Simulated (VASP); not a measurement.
Here is a VASP 6.6.1 calculation.

Contents of INCAR:

```
SYSTEM = Mo
PREC = Accurate ; ENCUT = 520
EDIFF = 1E-7 ; ISMEAR = 0
SIGMA = 0.1 ; LREAL = .FALSE.
LASPH = .TRUE. ; NELM = 100
ALGO = Normal ; ISIF = 2
LWAVE = .FALSE. ; LCHARG = .FALSE.
GGA = PE ; NBANDS = 13
```

Contents of KPOINTS:

```
regular mesh
0
G
  18 18 18
  0 0 0
```

Contents of POSCAR:

```
Mo
1.0
   -1.5802329210      1.5802329210      1.5802329210
    1.5802329210     -1.5802329210      1.5802329210
    1.5802329210      1.5802329210     -1.5802329210
Mo
1
Direct
    0.0000000000      0.0000000000      0.0000000000
```

Potentials or basis: VASP PAW PBE potentials, release 64 (Mo_sv).

Run with:

```sh
$ cat potpaw_PBE.64/Mo_sv/POTCAR > POTCAR
$ mpirun -np 1 vasp_std > vasp.out
```

Predict the pressure.

0.5 GPa.

Predict the band gap on the k mesh.

zero (bands 7 and 8 overlap by 5.27 eV).
